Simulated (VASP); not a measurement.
# Os (P6_3/mmc) in VASP: a series of runs

Os is run at these levels: LDA; tasks: single point.

Program: VASP 6.6.1. These are calculated values, not measurements. Logs are shortened: lines on timing, memory, paths and dates and some standing lists are left out, and cuts for length are marked.

## (1) The cell of the first run

Symmetry: P6_3/mmc, No. 194, hexagonal system. Conventional cell: a = 2.718 Å, b = 2.718 Å, c = 4.284 Å, α = 90.00°, β = 90.00°, γ = 120.00°. Within 3.5 Å of Os (site symmetry -6m2) lie 12 Os at 2.66 to 2.72 Å.

## (2) Single point, LDA

Contents of INCAR:

```
SYSTEM = Os
  ALGO = Normal
  EDIFF = 1E-6
  ENCUT = 520
  ISIF = 2
  ISMEAR = -1
  LASPH = .TRUE.
  LCHARG = .FALSE.
  LREAL = .FALSE.
  LWAVE = .FALSE.
  NBANDS = 15
  NELM = 100
  PREC = Accurate
  SIGMA = 0.1
```

Contents of KPOINTS:

```
k-points
0
G
  5 5 3
  0 0 0
```

Contents of POSCAR:

```
Os
1.0
    2.7175247593      0.0000000000      0.0000000000
   -1.3587623796      2.3534454770      0.0000000000
    0.0000000000      0.0000000000      4.2844606214
Os
2
Direct
    0.3333333333      0.6666666667      0.2500000000
    0.6666666667      0.3333333333      0.7500000000
```

Potentials or basis: VASP PAW LDA potentials, release 64 (Os).

Command:

```sh
$ cat potpaw_LDA.64/Os/POTCAR > POTCAR
$ mpirun -np 1 vasp_std > vasp.out
```

OUTCAR:

```text
SYSTEM = Os
   EDIFF = 1E-6
   ENCUT = 520
   ISIF = 2
   ISMEAR = -1
   LASPH = .TRUE.
   LREAL = .FALSE.
   NELM = 100
   PREC = Accurate

 ion  position               nearest neighbor table
   1  0.333  0.667  0.250-   2 2.66   2 2.66   2 2.66   2 2.66   2 2.66   2 2.66
   2  0.667  0.333  0.750-   1 2.66   1 2.66   1 2.66   1 2.66   1 2.66   1 2.66

  LATTYP: Found a hexagonal cell.
 ALAT       =     2.7175247593
 C/A-ratio  =     1.5766040794

  Lattice vectors:

 A1 = (   2.7175247593,   0.0000000000,   0.0000000000)
 A2 = (  -1.3587623796,   2.3534454770,   0.0000000000)
 A3 = (   0.0000000000,   0.0000000000,   4.2844606214)

Analysis of symmetry for initial positions (statically):
=====================================================================
 Subroutine PRICEL returns:
 Original cell was already a primitive cell.

 Routine SETGRP: Setting up the symmetry group for a
 hexagonal supercell.

 Subroutine GETGRP returns: Found 24 space group operations
 (whereof 12 operations were pure point group operations)
 out of a pool of 24 trial point group operations.

The static configuration has the point symmetry D_3d.
 The point group associated with its full space group is D_6h.

Analysis of symmetry for dynamics (positions and initial velocities):
=====================================================================
 Subroutine PRICEL returns:
 Original cell was already a primitive cell.

 Routine SETGRP: Setting up the symmetry group for a
 hexagonal supercell.

 Subroutine GETGRP returns: Found 24 space group operations
 (whereof 12 operations were pure point group operations)
 out of a pool of 24 trial point group operations.

The dynamic configuration has the point symmetry D_3d.
 The point group associated with its full space group is D_6h.

 Subroutine INISYM returns: Found 24 space group operations
 (whereof 12 operations are pure point group operations),
 and found     1 'primitive' translations

----------------------------------------------------------------------------------------

                                     Primitive cell

  volume of cell :      27.4015

  direct lattice vectors                    reciprocal lattice vectors
     2.717524759  0.000000000  0.000000000     0.367981928  0.212454465  0.000000000
    -1.358762380  2.353445477  0.000000000     0.000000000  0.424908930  0.000000000
     0.000000000  0.000000000  4.284460621     0.000000000  0.000000000  0.233401608

  length of vectors
     2.717524759  2.717524759  4.284460621     0.424908930  0.424908930  0.233401608

  position of ions in fractional coordinates (direct lattice)
     0.333333333  0.666666667  0.250000000
     0.666666667  0.333333333  0.750000000

  ion indices of the primitive-cell ions
   primitive index   ion index
                 1           1
                 2           2

----------------------------------------------------------------------------------------

 KPOINTS: k-points

Automatic generation of k-mesh.
 Grid dimensions read from file:
 generate k-points for:    5    5    3

 Generating k-lattice:

  Cartesian coordinates                     Fractional coordinates (reciprocal lattice)
     0.073596386  0.042490893  0.000000000     0.200000000  0.000000000  0.000000000
     0.000000000  0.084981786  0.000000000     0.000000000  0.200000000  0.000000000
     0.000000000  0.000000000  0.077800536     0.000000000  0.000000000  0.333333333

  Length of vectors
     0.084981786  0.084981786  0.077800536

  Shift w.r.t. Gamma in fractional coordinates (k-lattice)
     0.000000000  0.000000000  0.000000000

 Subroutine IBZKPT returns following result:
 ===========================================

 Found     10 irreducible k-points:

 Following reciprocal coordinates:
            Coordinates               Weight
  0.000000  0.000000  0.000000      1.000000
  0.200000 -0.000000  0.000000      6.000000
  0.400000 -0.000000  0.000000      6.000000
  0.200000  0.200000  0.000000      6.000000
  0.400000  0.200000  0.000000      6.000000
  0.000000  0.000000  0.333333      2.000000
  0.200000 -0.000000  0.333333     12.000000
  0.400000 -0.000000  0.333333     12.000000
  0.200000  0.200000  0.333333     12.000000
  0.400000  0.200000  0.333333     12.000000
   k-points           NKPTS =     10   k-points in BZ     NKDIM =     10   number of bands    NBANDS=     15
   number of dos      NEDOS =    301   number of ions     NIONS =      2
   total plane-waves  NPLWV =  12800
   dimension x,y,z NGX =    20 NGY =   20 NGZ =   32
   dimension x,y,z NGXF=    40 NGYF=   40 NGZF=   64
   ions per type =               2
   NGX,Y,Z   is equivalent  to a cutoff of  12.24, 12.24, 12.42 a.u.
   NGXF,Y,Z  is equivalent  to a cutoff of  24.47, 24.47, 24.83 a.u.
 SYSTEM =  Os
   PREC   = accura    normal or accurate (medium, high low for compatibility)
   ISTART =      0    job   : 0-new  1-cont  2-samecut
   ICHARG =      2    charge: 1-file 2-atom 10-const
   ISPIN  =      1    spin polarized calculation?
   LNONCOLLINEAR =      F non collinear calculations
   LSORBIT =      F    spin-orbit coupling
   LASPH  =      T    aspherical Exc in radial PAW
   ENCUT  =  520.0 eV  38.22 Ry    6.18 a.u.   5.05  5.05  7.97*2*pi/ulx,y,z
   NELM   =    100;   NELMIN=  2; NELMDL= -5     # of ELM steps
   EDIFF  = 0.1E-05   stopping-criterion for ELM
   LREAL  =      F    real-space projection
   EDIFFG = 0.1E-04   stopping-criterion for IOM
   NSW    =      0    number of steps for IOM
   IBRION =     -1    ionic relax: 0-MD 1-quasi-New 2-CG
   NFREE  =      0    steps in history (QN), initial steepest desc. (CG)
   ISIF   =      2    stress and relaxation
   ISYM   =      2    0-nonsym 1-usesym 2-fastsym
   POTIM  = 0.5000    time-step for ionic-motion
   TEBEG  =    0.0;   TEEND  =   0.0 temperature during run
   PSTRESS=    0.0 pullay stress
   NELECT =      16.0000    total number of electrons
   NUPDOWN=      -1.0000    fix difference up-down
   EMIN   =  10.00;   EMAX   =-10.00  energy-range for DOS
   EFERMI =   0.00;   METHOD = LEGACY
   ISMEAR =    -1;   SIGMA  =   0.10  broadening in eV -4-tet -1-fermi 0-gaus
   EFERMI_NEDOS =   21; number of points for ismear=-14 and -15
   IALGO  =     38    algorithm
   IMIX   =      4    mixing-type and parameters
     AMIX     =   0.40;   BMIX     =  1.00
     AMIX_MAG =   1.60;   BMIX_MAG =  1.00
  volume/ion in A,a.u.               =      13.70        92.46
  Fermi-wavevector in a.u.,A,eV,Ry     =   1.368328  2.585765 25.474482  1.872322
  Thomas-Fermi vector in A             =   2.494302
   LORBIT       =      0    0 simple, 1 ext, 2 COOP (PROOUT), +10 PAW based schemes
   GGA     = CA    functional components
   LHFCALC =     F    Hartree Fock is set to
   AEXX    =    0.0000 exact exchange contribution
   IVDW    =     0    specifies the selected vdW correction
   LEPSILON=     F    determine dielectric tensor
   LRPA    =     F    only Hartree local field effects (RPA)
 non-spin polarized calculation
  energy-cutoff  :      520.00
  volume of cell :       27.40
 maximum number of plane-waves:       749
   NGX = 11   NGY = 11   NGZ = 15

 number of electron      15.9999998 magnetization

 Free energy of the ion-electron system (eV)
  ---------------------------------------------------
  ext. energy  EPLUGINS =         0.00000000
  ---------------------------------------------------
  free energy    TOTEN  =       -25.20928222 eV

  energy without entropy =      -25.14395942  energy(sigma->0) =      -25.17662082

 E-fermi :   9.6332     XC(G=0): -14.2995

 val. band max:        9.5878298509   @ k =   0.0000   0.0000   0.3333
 cond. band min:       9.8388297940   @ k =   0.4000  -0.0000   0.3333
 fundamental gap:      0.2509999431
 Fermi energy:         9.6332332937

 k-point     1 :       0.0000    0.0000    0.0000
  band No.  band energies     occupation
      1      -1.3382      2.00000
      2       1.7591      2.00000
      3       6.5487      2.00000
      4       6.5487      2.00000
      5       6.8222      2.00000
      6       7.4232      2.00000
      7       7.4232      2.00000
      8       8.0564      2.00000
      9       8.0564      2.00000
     10       9.8817      0.15393
     11      11.4266      0.00000
     12      11.4266      0.00000
     13      19.0582      0.00000
     14      23.8281      0.00000
     15      26.5849      0.00000

 k-point     2 :       0.2000   -0.0000    0.0000
  band No.  band energies     occupation
      1       0.1753      2.00000
      2       2.8704      2.00000
      3       5.2525      2.00000
      4       5.8077      2.00000
      5       6.6958      2.00000
      6       7.1696      2.00000
      7       7.9581      2.00000
      8       7.9591      2.00000
      9       8.3093      2.00000
     10       8.7294      1.99976
     11      11.9979      0.00000
     12      16.1173      0.00000
     13      18.7852      0.00000
     14      25.5346      0.00000
     15      26.9555      0.00000

 k-point     3 :       0.4000   -0.0000    0.0000
  band No.  band energies     occupation
      1       2.2895      2.00000
      2       2.5860      2.00000
      3       3.4053      2.00000
      4       6.1573      2.00000
      5       6.2362      2.00000
      6       7.2030      2.00000
      7       7.4884      2.00000
      8      11.0923      0.00000
      9      11.6149      0.00000
     10      11.9221      0.00000
     11      12.4677      0.00000
     12      18.5193      0.00000
     13      18.5694      0.00000
     14      20.9959      0.00000
     15      22.7821      0.00000
[... 91 lines left out ...]
 k-point     9 :       0.2000    0.2000    0.3333
  band No.  band energies     occupation
      1       2.6452      2.00000
      2       3.3758      2.00000
      3       4.6649      2.00000
      4       4.9195      2.00000
      5       6.1579      2.00000
      6       6.3709      2.00000
      7       7.0811      2.00000
      8       9.0526      1.99400
      9      10.7261      0.00004
     10      11.6554      0.00000
     11      12.4156      0.00000
     12      14.6289      0.00000
     13      21.3958      0.00000
     14      23.4726      0.00000
     15      25.4514      0.00000

 k-point    10 :       0.4000    0.2000    0.3333
  band No.  band energies     occupation
      1       2.6630      2.00000
      2       3.7590      2.00000
      3       4.1468      2.00000
      4       5.1055      2.00000
      5       5.5909      2.00000
      6       7.3625      2.00000
      7       8.3922      1.99999
      8       9.5448      1.41548
      9      11.2917      0.00000
     10      12.0703      0.00000
     11      15.6954      0.00000
     12      15.9873      0.00000
     13      19.7289      0.00000
     14      20.0680      0.00000
     15      21.8202      0.00000

------------------------ aborting loop because EDIFF is reached ----------------------------------------

  FORCE on cell =-STRESS in cart. coord.  units (eV):
  Direction    XX          YY          ZZ          XY          YZ          ZX
  --------------------------------------------------------------------------------------
  -------------------------------------------------------------------------------------
  Total       -0.2386752     -0.2386752      1.6178424     -0.0000000      0.0000000      0.0000000
  in kB      -13.9554549    -13.9554549     94.5960482     -0.0000000      0.0000000      0.0000000
  external PRESSURE =      22.2283795 kB  Pullay stress =       0.0000000 kB

 VOLUME and BASIS-vectors are now :
 -----------------------------------------------------------------------------
  energy-cutoff  :      520.00
  volume of cell :       27.40
      direct lattice vectors                 reciprocal lattice vectors
     2.717524759  0.000000000  0.000000000     0.367981928  0.212454465  0.000000000
    -1.358762380  2.353445477  0.000000000     0.000000000  0.424908930  0.000000000
     0.000000000  0.000000000  4.284460621     0.000000000  0.000000000  0.233401608

 POSITION                                       TOTAL-FORCE (eV/Angst)
 -----------------------------------------------------------------------------------
     -0.00000      1.56896      1.07112        -0.000000      0.000000      0.000000
      1.35876      0.78448      3.21335         0.000000     -0.000000      0.000000
 -----------------------------------------------------------------------------------
    total drift:                               -0.000000      0.000000     -0.000000

  FREE ENERGIE OF THE ION-ELECTRON SYSTEM (eV)
  ---------------------------------------------------
  free  energy   TOTEN  =       -25.2092822166 eV

  energy  without entropy=      -25.1439594214  energy(sigma->0) =      -25.17662082
```

It took 3 s on 1 thread of Intel Xeon 6975P-C, shared host; peak memory 0.12 GiB.

Results:

```yaml
Free_energy: -25.2093 eV
Pressure: 2.2 GPa
Band_gap_on_the_k_mesh: zero (band 8 reaches 11.18 eV, above the bottom of band 9 at 8.06 eV)
```

Stress tensor (GPa, compression positive):
```
-1.40  0.00  0.00
 0.00 -1.40  0.00
 0.00  0.00  9.46
```

Levels at points of the mesh, in eV from the Fermi level:
```tsv
k point	band 5	band 6	band 7	band 8	band 9	band 10	band 11	band 12
(0.00, 0.00, 0.00)	-2.81	-2.21	-2.21	-1.58	-1.58	0.25	1.79	1.79
```

Caveat: the k points lie up to 0.53 Å⁻¹ apart; spin-orbit coupling is left out, which moves the levels of the heavy elements.

## (3) Single point, LDA

Contents of INCAR:

```
SYSTEM = Os
ALGO = Normal
EDIFF = 1E-6
ENCUT = 520
GGA = CA
ISIF = 2
ISMEAR = -1
LASPH = .TRUE.
LCHARG = .FALSE.
LREAL = .FALSE.
LWAVE = .FALSE.
NBANDS = 15
NELM = 80
PREC = Accurate
SIGMA = 0.1
```

Contents of KPOINTS:

```
k-points
0
G
  6 6 4
  0 0 0
```

POSCAR is that of step 2.

Potentials or basis: VASP PAW LDA potentials, release 64 (Os).

Command:

```sh
$ cat potpaw_LDA.64/Os/POTCAR > POTCAR
$ mpirun -np 1 vasp_std > vasp.out
```

Run time: 5.5 s. Hardware: 1 thread of Intel Xeon 6975P-C, shared host; peak memory 0.13 GiB.

It converged, with:

* Free energy: -25.2497 eV
* Pressure: 2.0 GPa
* Band gap on the k mesh: zero (band 8 reaches 11.78 eV, above the bottom of band 9 at 8.07 eV)

Stress tensor (GPa, compression positive):
```
 3.63  0.00  0.00
 0.00  3.63  0.00
 0.00  0.00 -1.28
```

Levels at points of the mesh, in eV from the Fermi level:
```tsv
k point	band 5	band 6	band 7	band 8	band 9	band 10	band 11	band 12
(0.00, 0.00, 0.00)	-3.19	-2.60	-2.60	-1.94	-1.94	-0.12	1.42	1.42
(0.50, 0.00, 0.00)	-3.20	-2.91	-2.23	1.77	2.35	2.51	4.25	5.59
(0.00, 0.00, 0.50)	-3.68	-3.68	-3.68	-3.68	0.61	0.61	0.61	0.61
(0.50, 0.00, 0.50)	-1.57	-1.57	-0.39	-0.39	2.12	2.12	3.12	3.12
```

Caveat: the k points lie up to 0.44 Å⁻¹ apart; spin-orbit coupling is left out, which moves the levels of the heavy elements.
